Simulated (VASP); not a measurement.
# Ti (P2_1/m) in VASP: single point with PBEsol

Aim: the single point of Ti with PBEsol.

All numbers are computed with VASP 6.6.1; they aren't measurements. Logs are shortened: lines on timing, memory, paths and dates and some standing lists are left out, and cuts for length are marked.

### Step 1. The cell of the first run

It takes space group P2_1/m (No. 11, monoclinic). The conventional cell has a = 2.900 Å, b = 4.591 Å, c = 2.900 Å, α = 90.00°, β = 120.00°, γ = 90.00°. Within 3.6 Å of Ti (site symmetry m) lie 12 Ti at 2.70 to 3.01 Å.

### Step 2. Single point, PBEsol (atoms displaced along a vibrational mode)

Input file INCAR:

```
SYSTEM = Ti
  ALGO = Fast
  EDIFF = 1E-7
  ENCUT = 520
  GGA = PS
  ISIF = 2
  ISMEAR = 0
  LASPH = .True.
  LCHARG = .True.
  LELF = .True.
  LREAL = .False.
  LVHAR = .True.
  LWAVE = .False.
  NBANDS = 19
  NELM = 80
  PREC = Accurate
  SIGMA = 0.15
```

Input file KPOINTS:

```
k-points
0
Gamma
  18 18 10
  0 0 0
```

Input file POSCAR:

```
Ti
1.0
    2.9001878204      0.0000000000      0.0000000000
   -1.4500939102      2.5116363282      0.0000000000
    0.0000000000      0.0000000000      4.5908109184
Ti
2
Direct
    0.2795437136      0.6666666667      0.2500000000
    0.7204562864      0.3333333333      0.7500000000
```

Potentials or basis: VASP PAW PBE potentials, release 64 (Ti_sv).

Started as:

```sh
$ cat potpaw_PBE.64/Ti_sv/POTCAR > POTCAR
$ mpirun -np 1 vasp_std > vasp.out
```

OUTCAR:

```text
SYSTEM = Ti
   EDIFF = 1E-7
   ENCUT = 520
   GGA = PS
   ISIF = 2
   ISMEAR = 0
   LASPH = .True.
   LREAL = .False.
   NELM = 80
   PREC = Accurate

 ion  position               nearest neighbor table
   1  0.280  0.667  0.250-   2 2.70   2 2.70   2 2.86   2 2.86
   2  0.720  0.333  0.750-   1 2.70   1 2.70   1 2.86   1 2.86

  LATTYP: Found a hexagonal cell.
 ALAT       =     2.9001878204
 C/A-ratio  =     1.5829357279

  Lattice vectors:

 A1 = (   2.9001878204,   0.0000000000,   0.0000000000)
 A2 = (  -1.4500939102,   2.5116363282,   0.0000000000)
 A3 = (   0.0000000000,   0.0000000000,   4.5908109184)

Analysis of symmetry for initial positions (statically):
=====================================================================
 Subroutine PRICEL returns:
 Original cell was already a primitive cell.

 Routine SETGRP: Setting up the symmetry group for a
 hexagonal supercell.

 Subroutine GETGRP returns: Found  4 space group operations
 (whereof  2 operations were pure point group operations)
 out of a pool of 24 trial point group operations.

The static configuration has the point symmetry S_2 .
 The point group associated with its full space group is C_2h.

Analysis of symmetry for dynamics (positions and initial velocities):
=====================================================================
 Subroutine PRICEL returns:
 Original cell was already a primitive cell.

 Routine SETGRP: Setting up the symmetry group for a
 hexagonal supercell.

 Subroutine GETGRP returns: Found  4 space group operations
 (whereof  2 operations were pure point group operations)
 out of a pool of 24 trial point group operations.

The dynamic configuration has the point symmetry S_2 .
 The point group associated with its full space group is C_2h.

 Subroutine INISYM returns: Found  4 space group operations
 (whereof  2 operations are pure point group operations),
 and found     1 'primitive' translations

----------------------------------------------------------------------------------------

                                     Primitive cell

  volume of cell :      33.4405

  direct lattice vectors                    reciprocal lattice vectors
     2.900187820  0.000000000  0.000000000     0.344805255  0.199073407  0.000000000
    -1.450093910  2.511636328  0.000000000     0.000000000  0.398146813  0.000000000
     0.000000000  0.000000000  4.590810918     0.000000000  0.000000000  0.217826440

  length of vectors
     2.900187820  2.900187820  4.590810918     0.398146813  0.398146813  0.217826440

  position of ions in fractional coordinates (direct lattice)
     0.279543714  0.666666667  0.250000000
     0.720456286  0.333333333  0.750000000

  ion indices of the primitive-cell ions
   primitive index   ion index
                 1           1
                 2           2

----------------------------------------------------------------------------------------

 KPOINTS: k-points

Automatic generation of k-mesh.
 Grid dimensions read from file:
 generate k-points for:   18   18   10

 Generating k-lattice:

  Cartesian coordinates                     Fractional coordinates (reciprocal lattice)
     0.019155847  0.011059634  0.000000000     0.055555556  0.000000000  0.000000000
     0.000000000  0.022119267  0.000000000     0.000000000  0.055555556  0.000000000
     0.000000000  0.000000000  0.021782644     0.000000000  0.000000000  0.100000000

  Length of vectors
     0.022119267  0.022119267  0.021782644

  Shift w.r.t. Gamma in fractional coordinates (k-lattice)
     0.000000000  0.000000000  0.000000000

 Subroutine IBZKPT returns following result:
 ===========================================

 Found    984 irreducible k-points:

 Following reciprocal coordinates:
            Coordinates               Weight
  0.000000  0.000000  0.000000      1.000000
  0.055556 -0.000000  0.000000      2.000000
  0.000000  0.055556  0.000000      2.000000
 -0.055556  0.055556  0.000000      2.000000
  0.111111 -0.000000  0.000000      2.000000
  0.000000  0.111111  0.000000      2.000000
[... 16 lines left out ...]
  0.444444  0.000000  0.000000      2.000000
  0.000000  0.444444  0.000000      2.000000
 [... further k-points ...]
   k-points           NKPTS =    984   k-points in BZ     NKDIM =    984   number of bands    NBANDS=     19
   number of dos      NEDOS =    301   number of ions     NIONS =      2
   total plane-waves  NPLWV =  20736
   dimension x,y,z NGX =    24 NGY =   24 NGZ =   36
   dimension x,y,z NGXF=    48 NGYF=   48 NGZF=   72
   ions per type =               2
   NGX,Y,Z   is equivalent  to a cutoff of  13.76, 13.76, 13.04 a.u.
   NGXF,Y,Z  is equivalent  to a cutoff of  27.51, 27.51, 26.07 a.u.
 SYSTEM =  Ti
   PREC   = accura    normal or accurate (medium, high low for compatibility)
   ISTART =      0    job   : 0-new  1-cont  2-samecut
   ICHARG =      2    charge: 1-file 2-atom 10-const
   ISPIN  =      1    spin polarized calculation?
   LNONCOLLINEAR =      F non collinear calculations
   LSORBIT =      F    spin-orbit coupling
   LASPH  =      T    aspherical Exc in radial PAW
   ENCUT  =  520.0 eV  38.22 Ry    6.18 a.u.   5.39  5.39  8.54*2*pi/ulx,y,z
   NELM   =     80;   NELMIN=  2; NELMDL= -5     # of ELM steps
   EDIFF  = 0.1E-06   stopping-criterion for ELM
   LREAL  =      F    real-space projection
   EDIFFG = 0.1E-05   stopping-criterion for IOM
   NSW    =      0    number of steps for IOM
   IBRION =     -1    ionic relax: 0-MD 1-quasi-New 2-CG
   NFREE  =      0    steps in history (QN), initial steepest desc. (CG)
   ISIF   =      2    stress and relaxation
   ISYM   =      2    0-nonsym 1-usesym 2-fastsym
   POTIM  = 0.5000    time-step for ionic-motion
   TEBEG  =    0.0;   TEEND  =   0.0 temperature during run
   PSTRESS=    0.0 pullay stress
   NELECT =      24.0000    total number of electrons
   NUPDOWN=      -1.0000    fix difference up-down
   EMIN   =  10.00;   EMAX   =-10.00  energy-range for DOS
   EFERMI =   0.00;   METHOD = LEGACY
   ISMEAR =     0;   SIGMA  =   0.15  broadening in eV -4-tet -1-fermi 0-gaus
   EFERMI_NEDOS =   21; number of points for ismear=-14 and -15
   IALGO  =     68    algorithm
   IMIX   =      4    mixing-type and parameters
     AMIX     =   0.40;   BMIX     =  1.00
     AMIX_MAG =   1.60;   BMIX_MAG =  1.00
  volume/ion in A,a.u.               =      16.72       112.83
  Fermi-wavevector in a.u.,A,eV,Ry     =   1.465732  2.769831 29.230341  2.148369
  Thomas-Fermi vector in A             =   2.581554
   LORBIT       =      0    0 simple, 1 ext, 2 COOP (PROOUT), +10 PAW based schemes
   GGA     = PS    functional components
   LHFCALC =     F    Hartree Fock is set to
   AEXX    =    0.0000 exact exchange contribution
   IVDW    =     0    specifies the selected vdW correction
   LEPSILON=     F    determine dielectric tensor
   LRPA    =     F    only Hartree local field effects (RPA)
 non-spin polarized calculation
 RMM-DIIS sequential band-by-band and
 Gauss-broadening in eV      SIGMA  =   0.15
  energy-cutoff  :      520.00
  volume of cell :       33.44
 maximum number of plane-waves:       929
 NGX is ok and might be reduce to    24
   NGX = 11   NGY = 11   NGZ = 17

 number of electron      24.0000007 magnetization

 Free energy of the ion-electron system (eV)
  ---------------------------------------------------
  ext. energy  EPLUGINS =         0.00000000
  ---------------------------------------------------
  free energy    TOTEN  =       -16.63080989 eV

  energy without entropy =      -16.60069587  energy(sigma->0) =      -16.61575288

 E-fermi :   8.5287     XC(G=0): -11.8140

 val. band max:        8.5284795423   @ k =  -0.0556   0.1111   0.5000
 cond. band min:       8.5297434786   @ k =  -0.3889  -0.2778   0.5000
 fundamental gap:      0.0012639363
 Fermi energy:         8.5287339850

 k-point     1 :       0.0000    0.0000    0.0000
  band No.  band energies     occupation
      1     -47.9401      2.00000
      2     -47.7638      2.00000
      3     -24.6922      2.00000
      4     -23.9909      2.00000
      5     -23.9010      2.00000
      6     -23.8796      2.00000
[... 11 lines left out ...]
     18      10.9706      0.00000
     19      11.2903      0.00000

 k-point     2 :       0.0556   -0.0000    0.0000
  band No.  band energies     occupation
      1     -47.9362      2.00000
      2     -47.7625      2.00000
      3     -24.6834      2.00000
      4     -24.0052      2.00000
      5     -23.9119      2.00000
      6     -23.8787      2.00000
[... 11 lines left out ...]
     18      10.8296      0.00000
     19      11.4290      0.00000

 k-point     3 :       0.0000    0.0556    0.0000
  band No.  band energies     occupation
      1     -47.9364      2.00000
      2     -47.7623      2.00000
      3     -24.6844      2.00000
      4     -24.0019      2.00000
      5     -23.9112      2.00000
      6     -23.8892      2.00000
[... 11 lines left out ...]
     18      10.8986      0.00000
     19      11.4522      0.00000

 k-point     4 :      -0.0556    0.0556    0.0000
  band No.  band energies     occupation
      1     -47.9368      2.00000
      2     -47.7619      2.00000
      3     -24.6860      2.00000
      4     -23.9958      2.00000
      5     -23.9213      2.00000
      6     -23.8909      2.00000
[... 11 lines left out ...]
     18      10.8779      0.00000
     19      11.6543      0.00000

 k-point     5 :       0.1111   -0.0000    0.0000
  band No.  band energies     occupation
      1     -47.9250      2.00000
      2     -47.7590      2.00000
      3     -24.6576      2.00000
      4     -24.0470      2.00000
      5     -23.9360      2.00000
      6     -23.8938      2.00000
[... 11 lines left out ...]
     18      10.5739      0.00000
     19      11.6404      0.00000

 k-point     6 :       0.0000    0.1111    0.0000
  band No.  band energies     occupation
      1     -47.9259      2.00000
      2     -47.7582      2.00000
      3     -24.6615      2.00000
      4     -24.0373      2.00000
      5     -23.9373      2.00000
      6     -23.9233      2.00000
[... 11 lines left out ...]
     18      10.7178      0.00000
     19      11.6943      0.00000

 k-point     7 :      -0.1111    0.1111    0.0000
  band No.  band energies     occupation
      1     -47.9274      2.00000
      2     -47.7568      2.00000
      3     -24.6683      2.00000
      4     -24.0121      2.00000
      5     -23.9743      2.00000
      6     -23.9271      2.00000
[... 11 lines left out ...]
     18      10.7754      0.00000
     19      12.2031      0.00000

 k-point     8 :       0.1667    0.0000    0.0000
  band No.  band energies     occupation
      1     -47.9075      2.00000
      2     -47.7541      2.00000
      3     -24.6161      2.00000
      4     -24.1120      2.00000
      5     -23.9688      2.00000
      6     -23.9589      2.00000
[... 256 lines left out ...]
 k-point    20 :       0.3889   -0.0000    0.0000
  band No.  band energies     occupation
      1     -47.8087      2.00000
      2     -47.7448      2.00000
      3     -24.4221      2.00000
      4     -24.3456      2.00000
      5     -24.3185      2.00000
      6     -24.0797      2.00000
[... 11 lines left out ...]
     18      12.1140      0.00000
     19      12.1684      0.00000

 k-point    21 :       0.0000    0.3889    0.0000
  band No.  band energies     occupation
      1     -47.8226      2.00000
      2     -47.7312      2.00000
      3     -24.4318      2.00000
      4     -24.4119      2.00000
      5     -24.3058      2.00000
      6     -24.0747      2.00000
[... 11 lines left out ...]
     18      11.9683      0.00000
     19      12.0809      0.00000

 k-point    22 :      -0.3889    0.3889    0.0000
  band No.  band energies     occupation
      1     -47.8406      2.00000
      2     -47.7135      2.00000
      3     -24.4963      2.00000
      4     -24.4419      2.00000
      5     -24.2740      2.00000
      6     -24.1135      2.00000
[... 11 lines left out ...]
     18      12.0259      0.00000
     19      12.4115      0.00000

 k-point    23 :       0.4444    0.0000    0.0000
  band No.  band energies     occupation
      1     -47.7879      2.00000
      2     -47.7507      2.00000
      3     -24.4643      2.00000
      4     -24.3662      2.00000
      5     -24.2724      2.00000
      6     -24.0939      2.00000
[... 11 lines left out ...]
     18      12.3450      0.00000
     19      12.8145      0.00000

 k-point    24 :       0.0000    0.4444    0.0000
  band No.  band energies     occupation
      1     -47.8085      2.00000
      2     -47.7304      2.00000
      3     -24.4787      2.00000
      4     -24.3718      2.00000
      5     -24.3479      2.00000
      6     -24.0879      2.00000
[... 11 lines left out ...]
     18      12.2399      0.00000
     19      12.7206      0.00000

 [... further k-points ...]

------------------------ aborting loop because EDIFF is reached ----------------------------------------

  FORCE on cell =-STRESS in cart. coord.  units (eV):
  Direction    XX          YY          ZZ          XY          YZ          ZX
  --------------------------------------------------------------------------------------
  -------------------------------------------------------------------------------------
  Total       -0.1465238     -0.4012882      0.0536345      0.7080266      0.0000000      0.0000000
  in kB       -7.0201491    -19.2262523      2.5697000     33.9225036      0.0000000      0.0000000
  external PRESSURE =      -7.8922338 kB  Pullay stress =       0.0000000 kB

 VOLUME and BASIS-vectors are now :
 -----------------------------------------------------------------------------
  energy-cutoff  :      520.00
  volume of cell :       33.44
      direct lattice vectors                 reciprocal lattice vectors
     2.900187820  0.000000000  0.000000000     0.344805255  0.199073407  0.000000000
    -1.450093910  2.511636328  0.000000000     0.000000000  0.398146813  0.000000000
     0.000000000  0.000000000  4.590810918     0.000000000  0.000000000  0.217826440

 POSITION                                       TOTAL-FORCE (eV/Angst)
 -----------------------------------------------------------------------------------
     -0.15600      1.67442      1.14770         0.331507      0.017846      0.000000
      1.60609      0.83721      3.44311        -0.331507     -0.017846      0.000000
 -----------------------------------------------------------------------------------
    total drift:                                0.000000      0.000000     -0.000000

  FREE ENERGIE OF THE ION-ELECTRON SYSTEM (eV)
  ---------------------------------------------------
  free  energy   TOTEN  =       -16.6308098902 eV

  energy  without entropy=      -16.6006958687  energy(sigma->0) =      -16.61575288
```

Wall time 20 min (1 thread of Intel Xeon Platinum 8488C (Sapphire Rapids), shared host); peak memory 0.59 GiB.

What came out:

```yaml
Free_energy: -16.6308 eV
Pressure: -0.8 GPa
Largest_force: 0.332 eV/Å
Band_gap_on_the_k_mesh: zero (bands 12 and 13 overlap by 1.22 eV)
```

Forces in eV/Å, atoms in the order of the input:
```
Ti   0.332  0.018  0.000
Ti  -0.332 -0.018  0.000
```

Stress tensor (GPa, compression positive):
```
-0.70  3.39  0.00
 3.39 -1.92  0.00
 0.00  0.00  0.26
```

Caveat: the cell differs from its parent crystal (atoms displaced along a vibrational mode); the PAW data sets were made with another functional, which shifts forces and pressure a little.
